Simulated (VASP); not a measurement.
Here is a VASP 6.6.1 calculation.

File INCAR:

```
  PREC = Accurate
  ENCUT = 520
  EDIFF = 1E-6
  ISMEAR = -1
  SIGMA = 0.05
  LREAL = F
  LASPH = T
  NELM = 80
  ALGO = Normal
  ISIF = 2
  LWAVE = F
  LCHARG = F
  GGA = PE
  IVDW = 13
  NBANDS = 44
```

File KPOINTS:

```
Automatic mesh
0
Gamma
  7 7 2
```

The input POSCAR:

```
Ge2Sb2Te5
1.0
    4.2300853774      0.0000000000      0.0000000000
   -2.1150426887      3.6633613970      0.0000000000
    0.0000000000      0.0000000000     16.8714853492
Te Sb Ge
5 2 2
Direct
    0.6666666667      0.3333333333      0.4203053204
    0.3333333333      0.6666666667      0.5796946796
    0.3333333333      0.6666666667      0.1990974604
    0.6666666667      0.3333333333      0.8009025396
    0.0000000000      0.0000000000      0.0000000000
    0.0000000000      0.0000000000      0.3180533395
    0.0000000000      0.0000000000      0.6819466605
    0.6666666667      0.3333333333      0.1007709784
    0.3333333333      0.6666666667      0.8992290216
```

Potentials or basis: VASP PAW PBE potentials, release 64 (Te, Sb, Ge_d).

Command:

```console
$ cat potpaw_PBE.64/Te/POTCAR potpaw_PBE.64/Sb/POTCAR potpaw_PBE.64/Ge_d/POTCAR > POTCAR
$ mpirun -np 1 vasp_std > vasp.out
```

(1) Predict the largest force.

(2) Estimate the dispersion energy per atom.

(3) What does it give for the pressure?

(4) Estimate the band gap on the k mesh.

Results:

(1) 0.030 eV/Å.

(2) -0.472 eV.

(3) 0.0 GPa.

(4) 0.12 eV.

Caveat: spin-orbit coupling is left out, which moves the levels of the heavy elements; an odd mesh through Γ misses points on the zone boundary, where band edges can lie.
